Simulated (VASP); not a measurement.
# BaO (Fm-3m) in VASP: a series of runs, part 3 of 3

VASP 6.6.1.

**5. Single point, PBE**

The input, INCAR:

```
SYSTEM = BaO
  PREC = Accurate
  ENCUT = 600
  EDIFF = 1E-6
  ISMEAR = 0
  SIGMA = 0.01
  LREAL = .FALSE.
  LASPH = .TRUE.
  NELM = 120
  ALGO = Normal
  ISIF = 2
  LWAVE = .FALSE.
  LCHARG = .TRUE.
  GGA = PE
  LELF = .TRUE.
  LVHAR = .TRUE.
  NBANDS = 15
  GGA_COMPAT = .FALSE.
```

The input, KPOINTS:

```
regular mesh
0
G
  8 8 8
  0 0 0
```

The input, POSCAR:

```
BaO
1.0
    0.0000000000      2.7719426833      2.7719426833
    2.7719426833      0.0000000000      2.7719426833
    2.7719426833      2.7719426833      0.0000000000
Ba O
1 1
Direct
    0.0000000000      0.0000000000      0.0000000000
    0.5000000000      0.5000000000      0.5000000000
```

Potentials or basis: VASP PAW PBE potentials, release 64 (Ba_sv, O).

Started as:

```console
cat potpaw_PBE.64/Ba_sv/POTCAR potpaw_PBE.64/O/POTCAR > POTCAR
mpirun -np 1 vasp_std > vasp.out
```

OUTCAR:

```text
SYSTEM = BaO
   PREC = Accurate
   ENCUT = 600
   EDIFF = 1E-6
   ISMEAR = 0
   LREAL = .FALSE.
   LASPH = .TRUE.
   NELM = 120
   ISIF = 2
   GGA = PE

 ion  position               nearest neighbor table
   1  0.000  0.000  0.000-   2 2.77   2 2.77   2 2.77   2 2.77   2 2.77   2 2.77
   2  0.500  0.500  0.500-   1 2.77   1 2.77   1 2.77   1 2.77   1 2.77   1 2.77

  LATTYP: Found a face centered cubic cell.
 ALAT       =     5.5438853666

  Lattice vectors:

 A1 = (   0.0000000000,   2.7719426833,   2.7719426833)
 A2 = (   2.7719426833,   0.0000000000,   2.7719426833)
 A3 = (   2.7719426833,   2.7719426833,   0.0000000000)

Analysis of symmetry for initial positions (statically):
=====================================================================
 Subroutine PRICEL returns:
 Original cell was already a primitive cell.

 Routine SETGRP: Setting up the symmetry group for a
 face centered cubic supercell.

 Subroutine GETGRP returns: Found 48 space group operations
 (whereof 48 operations were pure point group operations)
 out of a pool of 48 trial point group operations.

The static configuration has the point symmetry O_h .

Analysis of symmetry for dynamics (positions and initial velocities):
=====================================================================
 Subroutine PRICEL returns:
 Original cell was already a primitive cell.

 Routine SETGRP: Setting up the symmetry group for a
 face centered cubic supercell.

 Subroutine GETGRP returns: Found 48 space group operations
 (whereof 48 operations were pure point group operations)
 out of a pool of 48 trial point group operations.

The dynamic configuration has the point symmetry O_h .

 Subroutine INISYM returns: Found 48 space group operations
 (whereof 48 operations are pure point group operations),
 and found     1 'primitive' translations

----------------------------------------------------------------------------------------

                                     Primitive cell

  volume of cell :      42.5974

  direct lattice vectors                    reciprocal lattice vectors
     0.000000000  2.771942683  2.771942683    -0.180378910  0.180378910  0.180378910
     2.771942683  0.000000000  2.771942683     0.180378910 -0.180378910  0.180378910
     2.771942683  2.771942683  0.000000000     0.180378910  0.180378910 -0.180378910

  length of vectors
     3.920118937  3.920118937  3.920118937     0.312425437  0.312425437  0.312425437

  position of ions in fractional coordinates (direct lattice)
     0.000000000  0.000000000  0.000000000
     0.500000000  0.500000000  0.500000000

  ion indices of the primitive-cell ions
   primitive index   ion index
                 1           1
                 2           2

----------------------------------------------------------------------------------------

 KPOINTS: regular mesh

Automatic generation of k-mesh.
 Grid dimensions read from file:
 generate k-points for:    8    8    8

 Generating k-lattice:

  Cartesian coordinates                     Fractional coordinates (reciprocal lattice)
    -0.022547364  0.022547364  0.022547364     0.125000000  0.000000000  0.000000000
     0.022547364 -0.022547364  0.022547364     0.000000000  0.125000000  0.000000000
     0.022547364  0.022547364 -0.022547364     0.000000000  0.000000000  0.125000000

  Length of vectors
     0.039053180  0.039053180  0.039053180

[... 38 lines left out ...]
   dimension x,y,z NGX =    32 NGY =   32 NGZ =   32
   dimension x,y,z NGXF=    64 NGYF=   64 NGZF=   64
   ions per type =               1   1
   NGX,Y,Z   is equivalent  to a cutoff of  13.57, 13.57, 13.57 a.u.
   NGXF,Y,Z  is equivalent  to a cutoff of  27.14, 27.14, 27.14 a.u.
 SYSTEM =  BaO
   PREC   = accura    normal or accurate (medium, high low for compatibility)
   ISTART =      0    job   : 0-new  1-cont  2-samecut
   ICHARG =      2    charge: 1-file 2-atom 10-const
   ISPIN  =      1    spin polarized calculation?
   LNONCOLLINEAR =      F non collinear calculations
   LSORBIT =      F    spin-orbit coupling
   LASPH  =      T    aspherical Exc in radial PAW
   ENCUT  =  600.0 eV  44.10 Ry    6.64 a.u.   7.83  7.83  7.83*2*pi/ulx,y,z
   NELM   =    120;   NELMIN=  2; NELMDL= -5     # of ELM steps
   EDIFF  = 0.1E-05   stopping-criterion for ELM
   LREAL  =      F    real-space projection
   EDIFFG = 0.1E-04   stopping-criterion for IOM
   NSW    =      0    number of steps for IOM
   IBRION =     -1    ionic relax: 0-MD 1-quasi-New 2-CG
   NFREE  =      0    steps in history (QN), initial steepest desc. (CG)
   ISIF   =      2    stress and relaxation
   ISYM   =      2    0-nonsym 1-usesym 2-fastsym
   POTIM  = 0.5000    time-step for ionic-motion
   TEBEG  =    0.0;   TEEND  =   0.0 temperature during run
   PSTRESS=    0.0 pullay stress
   NELECT =      16.0000    total number of electrons
   NUPDOWN=      -1.0000    fix difference up-down
   EMIN   =  10.00;   EMAX   =-10.00  energy-range for DOS
   EFERMI =   0.00;   METHOD = LEGACY
   ISMEAR =     0;   SIGMA  =   0.01  broadening in eV -4-tet -1-fermi 0-gaus
   EFERMI_NEDOS =   21; number of points for ismear=-14 and -15
   IALGO  =     38    algorithm
   IMIX   =      4    mixing-type and parameters
     AMIX     =   0.40;   BMIX     =  1.00
     AMIX_MAG =   1.60;   BMIX_MAG =  1.00
  volume/ion in A,a.u.               =      21.30       143.73
  Fermi-wavevector in a.u.,A,eV,Ry     =   1.181192  2.232130 18.983054  1.395215
  Thomas-Fermi vector in A             =   2.317470
   LORBIT       =      0    0 simple, 1 ext, 2 COOP (PROOUT), +10 PAW based schemes
   GGA     = PE    functional components
   LHFCALC =     F    Hartree Fock is set to
   AEXX    =    0.0000 exact exchange contribution
   IVDW    =     0    specifies the selected vdW correction
   LEPSILON=     F    determine dielectric tensor
   LRPA    =     F    only Hartree local field effects (RPA)
 non-spin polarized calculation
 Gauss-broadening in eV      SIGMA  =   0.01
  energy-cutoff  :      600.00
  volume of cell :       42.60
 maximum number of plane-waves:      1433
   NGX = 15   NGY = 15   NGZ = 15

 number of electron      16.0000000 magnetization

 Free energy of the ion-electron system (eV)
  ---------------------------------------------------
  ext. energy  EPLUGINS =         0.00000000
  ---------------------------------------------------
  free energy    TOTEN  =       -11.79671133 eV

  energy without entropy =      -11.79671133  energy(sigma->0) =      -11.79671133

 E-fermi :   1.9915     XC(G=0):  -9.6074

 val. band max:        1.8574245135   @ k =   0.5000   0.5000   0.0000
 cond. band min:       3.8418861072   @ k =   0.5000   0.5000   0.0000
 fundamental gap:      1.9844615937
 Fermi energy:         1.9914759157

 k-point     1 :       0.0000    0.0000    0.0000
  band No.  band energies     occupation
      1     -24.0544      2.00000
      2     -13.1521      2.00000
      3      -8.5719      2.00000
      4      -8.5719      2.00000
      5      -8.5719      2.00000
      6       1.5221      2.00000
      7       1.5221      2.00000
      8       1.5221      2.00000
      9       5.3918      0.00000
     10       6.5421      0.00000
     11       6.5421      0.00000
     12       6.5421      0.00000
     13       8.8013      0.00000
     14       8.8013      0.00000
[... 401 lines left out ...]
      2     -13.7073      2.00000
      3      -9.1892      2.00000
      4      -9.1883      2.00000
      5      -8.6824      2.00000
      6       0.3320      2.00000
      7       0.9356      2.00000
      8       1.0018      2.00000
      9       6.7062      0.00000
     10       7.3125      0.00000
     11       9.6894      0.00000
     12       9.7057      0.00000
     13      11.9048      0.00000
     14      13.6015      0.00000
     15      13.9661      0.00000

 [... further k-points ...]

------------------------ aborting loop because EDIFF is reached ----------------------------------------

  FORCE on cell =-STRESS in cart. coord.  units (eV):
  Direction    XX          YY          ZZ          XY          YZ          ZX
  --------------------------------------------------------------------------------------
  -------------------------------------------------------------------------------------
  Total        0.7365474      0.7365474      0.7365474      0.0000000      0.0000000      0.0000000
  in kB       27.7031100     27.7031100     27.7031100      0.0000000      0.0000000      0.0000000
  external PRESSURE =      27.7031100 kB  Pullay stress =       0.0000000 kB

 VOLUME and BASIS-vectors are now :
 -----------------------------------------------------------------------------
  energy-cutoff  :      600.00
  volume of cell :       42.60
      direct lattice vectors                 reciprocal lattice vectors
     0.000000000  2.771942683  2.771942683    -0.180378910  0.180378910  0.180378910
     2.771942683  0.000000000  2.771942683     0.180378910 -0.180378910  0.180378910
     2.771942683  2.771942683  0.000000000     0.180378910  0.180378910 -0.180378910

 POSITION                                       TOTAL-FORCE (eV/Angst)
 -----------------------------------------------------------------------------------
      0.00000      0.00000      0.00000         0.000000     -0.000000     -0.000000
      2.77194      2.77194      2.77194         0.000000      0.000000      0.000000
 -----------------------------------------------------------------------------------
    total drift:                                0.000000     -0.000000      0.000000

  FREE ENERGIE OF THE ION-ELECTRON SYSTEM (eV)
  ---------------------------------------------------
  free  energy   TOTEN  =       -11.7967113308 eV

  energy  without entropy=      -11.7967113308  energy(sigma->0) =      -11.79671133
```

Wall time 11 s (1 thread of AMD EPYC 9R45 (Zen 5), shared host); peak memory 0.16 GiB.

Results:

| Item | Value |
| --- | --- |
| Free energy | -11.7967 eV |
| Pressure | 2.8 GPa |
| Band gap on the k mesh | 1.98 eV |

Levels at points of the mesh, in eV from the valence-band top:
| k point | band 6 | band 7 | band 8 | band 9 | band 10 | band 11 |
| --- | --- | --- | --- | --- | --- | --- |
| (0.00, 0.00, 0.00) | -0.34 | -0.34 | -0.34 | 3.53 | 4.68 | 4.68 |
| (0.50, 0.00, 0.00) | -1.99 | -1.46 | -1.46 | 4.92 | 7.15 | 7.15 |
| (0.50, 0.50, 0.00) | -0.15 | -0.15 | 0.00 | 1.98 | 5.96 | 8.88 |

Caveat: spin-orbit coupling is left out, which moves the levels of the heavy elements. A k mesh can miss the band edges.

**6. Single point, r2SCAN**

POSCAR is that of step 5.

The input, INCAR.step1:

```
SYSTEM = BaO
PREC = Accurate
ENCUT = 660
ISMEAR = 0
SIGMA = 0.01
LREAL = .False.
LASPH = .True.
NELM = 120
NBANDS = 15
GGA = PE
ALGO = Normal
EDIFF = 1E-5
LWAVE = .True.
LCHARG = .False.
GGA_COMPAT = .False.
```

The input, INCAR.step2:

```
SYSTEM = BaO
PREC = Accurate
ENCUT = 660
EDIFF = 1E-6
ISMEAR = 0
SIGMA = 0.01
LREAL = .False.
LASPH = .True.
NELM = 120
ALGO = Normal
ISIF = 2
LWAVE = .False.
LCHARG = .False.
METAGGA = R2SCAN
LMIXTAU = .True.
NBANDS = 15
ISTART = 1
GGA_COMPAT = .False.
```

The input, KPOINTS:

```
Automatic mesh
0
Gamma
  8 8 8
  0 0 0
```

Potentials or basis: VASP PAW PBE potentials, release 64 (Ba_sv, O).

Started as:

```console
cat potpaw_PBE.64/Ba_sv/POTCAR potpaw_PBE.64/O/POTCAR > POTCAR
cp INCAR.step1 INCAR
mpirun -np 1 vasp_std > vasp.out
cp INCAR.step2 INCAR
mpirun -np 1 vasp_std > vasp.out
```

OUTCAR:

```text
SYSTEM = BaO
   PREC = Accurate
   ENCUT = 660
   EDIFF = 1E-6
   ISMEAR = 0
   LREAL = .False.
   LASPH = .True.
   NELM = 120
   ISIF = 2
   METAGGA = R2SCAN
   ISTART = 1

 ion  position               nearest neighbor table
   1  0.000  0.000  0.000-   2 2.77   2 2.77   2 2.77   2 2.77   2 2.77   2 2.77
   2  0.500  0.500  0.500-   1 2.77   1 2.77   1 2.77   1 2.77   1 2.77   1 2.77

  LATTYP: Found a face centered cubic cell.
 ALAT       =     5.5438853666

  Lattice vectors:

[... 621 lines left out ...]

  FORCE on cell =-STRESS in cart. coord.  units (eV):
  Direction    XX          YY          ZZ          XY          YZ          ZX
  --------------------------------------------------------------------------------------
  -------------------------------------------------------------------------------------
  Total        0.4195961      0.4195961      0.4195961      0.0000000      0.0000000     -0.0000000
  in kB       15.7819013     15.7819013     15.7819013      0.0000000      0.0000000     -0.0000000
  external PRESSURE =      15.7819013 kB  Pullay stress =       0.0000000 kB

 VOLUME and BASIS-vectors are now :
 -----------------------------------------------------------------------------
  energy-cutoff  :      660.00
  volume of cell :       42.60
      direct lattice vectors                 reciprocal lattice vectors
     0.000000000  2.771942683  2.771942683    -0.180378910  0.180378910  0.180378910
     2.771942683  0.000000000  2.771942683     0.180378910 -0.180378910  0.180378910
     2.771942683  2.771942683  0.000000000     0.180378910  0.180378910 -0.180378910

 POSITION                                       TOTAL-FORCE (eV/Angst)
 -----------------------------------------------------------------------------------
      0.00000      0.00000      0.00000         0.000000      0.000000      0.000000
      2.77194      2.77194      2.77194         0.000000      0.000000     -0.000000
 -----------------------------------------------------------------------------------
    total drift:                                0.000000      0.000000      0.000000

  FREE ENERGIE OF THE ION-ELECTRON SYSTEM (eV)
  ---------------------------------------------------
  free  energy   TOTEN  =       -37.8262971954 eV

  energy  without entropy=      -37.8262971954  energy(sigma->0) =      -37.82629720
```

OUTCAR.step1:

```text
SYSTEM = BaO
   PREC = Accurate
   ENCUT = 660
   ISMEAR = 0
   LREAL = .False.
   LASPH = .True.
[... 654 lines left out ...]
      0.00000      0.00000      0.00000        -0.000000      0.000000     -0.000000
      2.77194      2.77194      2.77194         0.000000     -0.000000      0.000000
 -----------------------------------------------------------------------------------
    total drift:                                0.000000      0.000000      0.000000

  FREE ENERGIE OF THE ION-ELECTRON SYSTEM (eV)
  ---------------------------------------------------
  free  energy   TOTEN  =       -11.7984104539 eV

  energy  without entropy=      -11.7984104539  energy(sigma->0) =      -11.79841045
```

Wall time 79 s (1 thread of AMD EPYC 9R45 (Zen 5), shared host); peak memory 0.19 GiB.

Results:

```
Free energy            : -37.8263 eV
Pressure               : 1.6 GPa
Band gap on the k mesh : 2.32 eV
```

Caveat: the PAW data sets were made with another functional, which shifts forces and pressure a little; spin-orbit coupling is left out, which moves the levels of the heavy elements.

**7. Summary**

| level | cell | k mesh | cutoff (eV) | gap on the mesh (eV) | pressure (GPa) |
| --- | --- | --- | --- | --- | --- |
| r2SCAN | a = 3.920 Å, angles 60.0°, 2 atoms | 6 × 6 × 6 | 660 | 2.32 | 1.6 |
| r2SCAN | a = 3.959 Å, angles 60.0°, 2 atoms | 6 × 6 × 6 | 660 | 2.41 | -0.7 |
| r2SCAN | a = 3.997 Å, angles 60.0°, 2 atoms | 6 × 6 × 6 | 660 | 2.50 | -2.6 |
| PBE | a = 3.920 Å, angles 60.0°, 2 atoms | 8 × 8 × 8 | 600 | 1.98 | 2.8 |
| r2SCAN | a = 3.920 Å, angles 60.0°, 2 atoms | 8 × 8 × 8 | 660 | 2.32 | 1.6 |

Alike in all rows: task single point; potentials or basis VASP PAW PBE potentials, release 64 (Ba_sv, O); no spin polarisation; smearing gaussian 0.01 eV.

On the cell as given the gap runs from 1.98 eV (PBE) to 2.32 eV (r2SCAN); the meshes differ, which moves gaps too. The pressure there spans 1.6 GPa (r2SCAN) to 2.8 GPa (PBE); a positive pressure means that this level wants a larger cell, a negative one a smaller.

Caveats: spin-orbit coupling is left out, which moves the levels of the heavy elements; the PAW data sets were made with another functional, which shifts forces and pressure a little (at least some runs).

Total energies depend on the potentials used, so only differences within one code and one set of settings carry meaning.
